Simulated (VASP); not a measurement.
# HgH2 (P4/mmm) in VASP: single point with PBE

Aim: the single point of HgH2 with PBE.

Program: VASP 6.6.1. These are calculated values, not measurements. Logs are shortened: lines on timing, memory, paths and dates and some standing lists are left out, and cuts for length are marked.

### Step 1. The cell of the first run

Symmetry: P4/mmm, No. 123, tetragonal system. Conventional cell: a = 3.736 Å, b = 3.736 Å, c = 3.331 Å, α = 90.00°, β = 90.00°, γ = 90.00°. Hg (site symmetry 4/mmm) has 4 H at 1.87 Å within 2.5 Å. Within 2.5 Å of H (site symmetry mmm) lie 2 Hg at 1.87 Å.

The cell was built from a structure type or drawn by symmetry, and may not be a known phase.

### Step 2. Single point, PBE

INCAR reads:

```
PREC     = Accurate       # precision mode
ENCUT    = 500            # plane-wave cutoff, eV
EDIFF    = 1E-6           # SCF threshold, eV
ISMEAR   = 0              # smearing method
SIGMA    = 0.1            # smearing width, eV
LREAL    = F              # projectors in reciprocal space
LASPH    = T              # aspherical terms in the spheres
NELM     = 120            # most SCF steps
ALGO     = Normal         # electronic algorithm
ISIF     = 2              # what is computed and relaxed
LWAVE    = F              # write WAVECAR
LCHARG   = F              # write CHGCAR
GGA      = PE             # functional
NBANDS   = 18             # bands
GGA_COMPAT= F
```

KPOINTS reads:

```
regular mesh
0
Gamma
  12 12 14
```

POSCAR reads:

```
HgH2
1.0
    3.7362779640      0.0000000000      0.0000000000
    0.0000000000      3.7362779640      0.0000000000
    0.0000000000      0.0000000000      3.3314214270
Hg H
1 2
Direct
    0.5000000000      0.5000000000      0.5000000000
    0.5000000000      0.0000000000      0.5000000000
    0.0000000000      0.5000000000      0.5000000000
```

Potentials or basis: VASP PAW PBE potentials, release 64 (Hg_sv_GW, H).

Launch:

```bash
$ cat potpaw_PBE.64/Hg_sv_GW/POTCAR potpaw_PBE.64/H/POTCAR > POTCAR
$ mpirun -np 1 vasp_std > vasp.out
```

OUTCAR:

```text
PREC = Accurate
   ENCUT = 500
   EDIFF = 1E-6
   ISMEAR = 0
   LREAL = F
   LASPH = T
   NELM = 120
   ISIF = 2
   GGA = PE

 ion  position               nearest neighbor table
   1  0.500  0.500  0.500-   2 1.87   3 1.87   2 1.87   3 1.87
   2  0.500  0.000  0.500-   1 1.87   1 1.87
   3  0.000  0.500  0.500-   1 1.87   1 1.87

  LATTYP: Found a simple tetragonal cell.
 ALAT       =     3.7362779640
 C/A-ratio  =     0.8916417513

  Lattice vectors:

 A1 = (   3.7362779640,   0.0000000000,   0.0000000000)
 A2 = (   0.0000000000,   3.7362779640,   0.0000000000)
 A3 = (   0.0000000000,   0.0000000000,   3.3314214270)

Analysis of symmetry for initial positions (statically):
=====================================================================
 Subroutine PRICEL returns:
 Original cell was already a primitive cell.

 Routine SETGRP: Setting up the symmetry group for a
 simple tetragonal supercell.

 Subroutine GETGRP returns: Found 16 space group operations
 (whereof 16 operations were pure point group operations)
 out of a pool of 16 trial point group operations.

The static configuration has the point symmetry D_4h.

Analysis of symmetry for dynamics (positions and initial velocities):
=====================================================================
 Subroutine PRICEL returns:
 Original cell was already a primitive cell.

 Routine SETGRP: Setting up the symmetry group for a
 simple tetragonal supercell.

 Subroutine GETGRP returns: Found 16 space group operations
 (whereof 16 operations were pure point group operations)
 out of a pool of 16 trial point group operations.

The dynamic configuration has the point symmetry D_4h.

 Subroutine INISYM returns: Found 16 space group operations
 (whereof 16 operations are pure point group operations),
 and found     1 'primitive' translations

----------------------------------------------------------------------------------------

                                     Primitive cell

  volume of cell :      46.5059

  direct lattice vectors                    reciprocal lattice vectors
     3.736277964  0.000000000  0.000000000     0.267646040  0.000000000  0.000000000
     0.000000000  3.736277964  0.000000000     0.000000000  0.267646040  0.000000000
     0.000000000  0.000000000  3.331421427     0.000000000  0.000000000  0.300172170

  length of vectors
     3.736277964  3.736277964  3.331421427     0.267646040  0.267646040  0.300172170

  position of ions in fractional coordinates (direct lattice)
     0.500000000  0.500000000  0.500000000
     0.500000000  0.000000000  0.500000000
     0.000000000  0.500000000  0.500000000

  ion indices of the primitive-cell ions
   primitive index   ion index
                 1           1
                 2           2
                 3           3

----------------------------------------------------------------------------------------

 KPOINTS: regular mesh

Automatic generation of k-mesh.
 Grid dimensions read from file:
 generate k-points for:   12   12   14

 Generating k-lattice:

  Cartesian coordinates                     Fractional coordinates (reciprocal lattice)
     0.022303837  0.000000000  0.000000000     0.083333333  0.000000000  0.000000000
     0.000000000  0.022303837  0.000000000     0.000000000  0.083333333  0.000000000
     0.000000000  0.000000000  0.021440869     0.000000000  0.000000000  0.071428571

  Length of vectors
     0.022303837  0.022303837  0.021440869

  Shift w.r.t. Gamma in fractional coordinates (k-lattice)
     0.000000000  0.000000000  0.000000000

 Subroutine IBZKPT returns following result:
 ===========================================

 Found    224 irreducible k-points:

 Following reciprocal coordinates:
            Coordinates               Weight
  0.000000  0.000000  0.000000      1.000000
  0.083333  0.000000  0.000000      4.000000
  0.166667  0.000000  0.000000      4.000000
  0.250000  0.000000  0.000000      4.000000
  0.333333  0.000000  0.000000      4.000000
  0.416667  0.000000  0.000000      4.000000
[... 16 lines left out ...]
  0.333333  0.333333  0.000000      4.000000
  0.416667  0.333333  0.000000      8.000000
 [... further k-points ...]
   k-points           NKPTS =    224   k-points in BZ     NKDIM =    224   number of bands    NBANDS=     18
   number of dos      NEDOS =    301   number of ions     NIONS =      3
   total plane-waves  NPLWV =  18816
   dimension x,y,z NGX =    28 NGY =   28 NGZ =   24
   dimension x,y,z NGXF=    56 NGYF=   56 NGZF=   48
   ions per type =               1   2
   NGX,Y,Z   is equivalent  to a cutoff of  12.46, 12.46, 11.98 a.u.
   NGXF,Y,Z  is equivalent  to a cutoff of  24.92, 24.92, 23.95 a.u.
 SYSTEM =  unknown system
   PREC   = accura    normal or accurate (medium, high low for compatibility)
   ISTART =      0    job   : 0-new  1-cont  2-samecut
   ICHARG =      2    charge: 1-file 2-atom 10-const
   ISPIN  =      1    spin polarized calculation?
   LNONCOLLINEAR =      F non collinear calculations
   LSORBIT =      F    spin-orbit coupling
   LASPH  =      T    aspherical Exc in radial PAW
   ENCUT  =  500.0 eV  36.75 Ry    6.06 a.u.   6.81  6.81  6.07*2*pi/ulx,y,z
   NELM   =    120;   NELMIN=  2; NELMDL= -5     # of ELM steps
   EDIFF  = 0.1E-05   stopping-criterion for ELM
   LREAL  =      F    real-space projection
   EDIFFG = 0.1E-04   stopping-criterion for IOM
   NSW    =      0    number of steps for IOM
   IBRION =     -1    ionic relax: 0-MD 1-quasi-New 2-CG
   NFREE  =      0    steps in history (QN), initial steepest desc. (CG)
   ISIF   =      2    stress and relaxation
   ISYM   =      2    0-nonsym 1-usesym 2-fastsym
   POTIM  = 0.5000    time-step for ionic-motion
   TEBEG  =    0.0;   TEEND  =   0.0 temperature during run
   PSTRESS=    0.0 pullay stress
   NELECT =      22.0000    total number of electrons
   NUPDOWN=      -1.0000    fix difference up-down
   EMIN   =  10.00;   EMAX   =-10.00  energy-range for DOS
   EFERMI =   0.00;   METHOD = LEGACY
   ISMEAR =     0;   SIGMA  =   0.10  broadening in eV -4-tet -1-fermi 0-gaus
   EFERMI_NEDOS =   21; number of points for ismear=-14 and -15
   IALGO  =     38    algorithm
   IMIX   =      4    mixing-type and parameters
     AMIX     =   0.40;   BMIX     =  1.00
     AMIX_MAG =   1.60;   BMIX_MAG =  1.00
  volume/ion in A,a.u.               =      15.50       104.61
  Fermi-wavevector in a.u.,A,eV,Ry     =   1.275596  2.410527 22.138647  1.627145
  Thomas-Fermi vector in A             =   2.408299
   LORBIT       =      0    0 simple, 1 ext, 2 COOP (PROOUT), +10 PAW based schemes
   GGA     = PE    functional components
   LHFCALC =     F    Hartree Fock is set to
   AEXX    =    0.0000 exact exchange contribution
   IVDW    =     0    specifies the selected vdW correction
   LEPSILON=     F    determine dielectric tensor
   LRPA    =     F    only Hartree local field effects (RPA)
 non-spin polarized calculation
 Gauss-broadening in eV      SIGMA  =   0.10
  energy-cutoff  :      500.00
  volume of cell :       46.51
 maximum number of plane-waves:      1205
 NGX is ok and might be reduce to    28
   NGX = 13   NGY = 13   NGZ = 13

 number of electron      21.9999999 magnetization

 Free energy of the ion-electron system (eV)
  ---------------------------------------------------
  ext. energy  EPLUGINS =         0.00000000
  ---------------------------------------------------
  free energy    TOTEN  =        -5.64401897 eV

  energy without entropy =       -5.64221780  energy(sigma->0) =       -5.64311838

 E-fermi :   1.8825     XC(G=0):  -8.4440

 val. band max:        1.8746929831   @ k =   0.2500   0.0000   0.5000
 cond. band min:       1.8848842221   @ k =   0.1667   0.0833   0.4286
 fundamental gap:      0.0101912390
 Fermi energy:         1.8825388552

 k-point     1 :       0.0000    0.0000    0.0000
  band No.  band energies     occupation
      1    -113.7787      2.00000
      2     -62.1104      2.00000
      3     -62.1104      2.00000
      4     -62.0688      2.00000
      5      -7.5594      2.00000
      6      -7.4151      2.00000
[... 10 lines left out ...]
     17      17.2321      0.00000
     18      17.3548      0.00000

 k-point     2 :       0.0833    0.0000    0.0000
  band No.  band energies     occupation
      1    -113.7786      2.00000
      2     -62.1102      2.00000
      3     -62.1100      2.00000
      4     -62.0686      2.00000
      5      -7.5046      2.00000
      6      -7.3580      2.00000
[... 10 lines left out ...]
     17      15.9078      0.00000
     18      17.0287      0.00000

 k-point     3 :       0.1667    0.0000    0.0000
  band No.  band energies     occupation
      1    -113.7786      2.00000
      2     -62.1105      2.00000
      3     -62.1098      2.00000
      4     -62.0685      2.00000
      5      -7.4548      2.00000
      6      -7.0808      2.00000
[... 10 lines left out ...]
     17      14.8281      0.00000
     18      16.2327      0.00000

 k-point     4 :       0.2500    0.0000    0.0000
  band No.  band energies     occupation
      1    -113.7786      2.00000
      2     -62.1113      2.00000
      3     -62.1096      2.00000
      4     -62.0683      2.00000
      5      -7.4258      2.00000
      6      -6.6050      2.00000
[... 375 lines left out ...]
      4     -62.0685      2.00000
      5      -6.5666      2.00000
      6      -5.8193      2.00000
[... 10 lines left out ...]
     17      16.3007      0.00000
     18      16.8323      0.00000

 k-point    23 :       0.3333    0.3333    0.0000
  band No.  band energies     occupation
      1    -113.7785      2.00000
      2     -62.1123      2.00000
      3     -62.1121      2.00000
      4     -62.0686      2.00000
      5      -6.2066      2.00000
      6      -6.0238      2.00000
[... 10 lines left out ...]
     17      17.2821      0.00000
     18      17.5989      0.00000

 k-point    24 :       0.4167    0.3333    0.0000
  band No.  band energies     occupation
      1    -113.7786      2.00000
      2     -62.1130      2.00000
      3     -62.1124      2.00000
      4     -62.0686      2.00000
      5      -6.0973      2.00000
      6      -5.8474      2.00000
[... 10 lines left out ...]
     17      16.9797      0.00000
     18      17.8706      0.00000

 [... further k-points ...]
[... 5 lines left out ...]
  --------------------------------------------------------------------------------------
  -------------------------------------------------------------------------------------
  Total       -0.2209839     -0.2209839     -0.2241558      0.0000000      0.0000000      0.0000000
  in kB       -7.6131309     -7.6131309     -7.7224070      0.0000000      0.0000000      0.0000000
  external PRESSURE =      -7.6495563 kB  Pullay stress =       0.0000000 kB

 VOLUME and BASIS-vectors are now :
 -----------------------------------------------------------------------------
  energy-cutoff  :      500.00
  volume of cell :       46.51
      direct lattice vectors                 reciprocal lattice vectors
     3.736277964  0.000000000  0.000000000     0.267646040  0.000000000  0.000000000
     0.000000000  3.736277964  0.000000000     0.000000000  0.267646040  0.000000000
     0.000000000  0.000000000  3.331421427     0.000000000  0.000000000  0.300172170

 POSITION                                       TOTAL-FORCE (eV/Angst)
 -----------------------------------------------------------------------------------
      1.86814      1.86814      1.66571         0.000000      0.000000      0.000000
      1.86814      0.00000      1.66571         0.000000      0.000000      0.000000
      0.00000      1.86814      1.66571         0.000000      0.000000      0.000000
 -----------------------------------------------------------------------------------
    total drift:                                0.000000      0.000000      0.000000

  FREE ENERGIE OF THE ION-ELECTRON SYSTEM (eV)
  ---------------------------------------------------
  free  energy   TOTEN  =        -5.6440189675 eV

  energy  without entropy=       -5.6422178013  energy(sigma->0) =       -5.64311838
```

Run time: 88 s. Hardware: 1 thread of AMD EPYC 7R13 (Zen 3), shared host; peak memory 0.3 GiB.

What came out:

```yaml
Free_energy: -5.6440 eV
Pressure: -0.8 GPa
Band_gap_on_the_k_mesh: zero (bands 11 and 12 overlap by 6.39 eV)
```

Levels at points of the mesh, in eV from the Fermi level:
```csv
k point,band 8,band 9,band 10,band 11,band 12,band 13,band 14,band 15
"(0.00, 0.00, 0.00)",-7.09,-6.94,-6.94,2.75,4.99,4.99,7.52,7.64
"(0.50, 0.00, 0.00)",-7.09,-6.93,-5.72,-4.94,5.85,6.31,6.64,9.44
"(0.50, 0.50, 0.00)",-7.07,-7.07,-4.41,-4.41,-3.49,4.77,9.93,9.93
"(0.00, 0.00, 0.50)",-7.29,-7.05,-5.09,-0.73,3.20,7.06,7.06,9.94
"(0.50, 0.00, 0.50)",-7.21,-6.96,-4.06,-3.70,0.83,5.49,7.39,8.84
"(0.50, 0.50, 0.50)",-7.25,-6.81,-3.65,-3.65,-0.97,2.46,7.25,7.38
```

Caveat: spin-orbit coupling is left out, which moves the levels of the heavy elements.
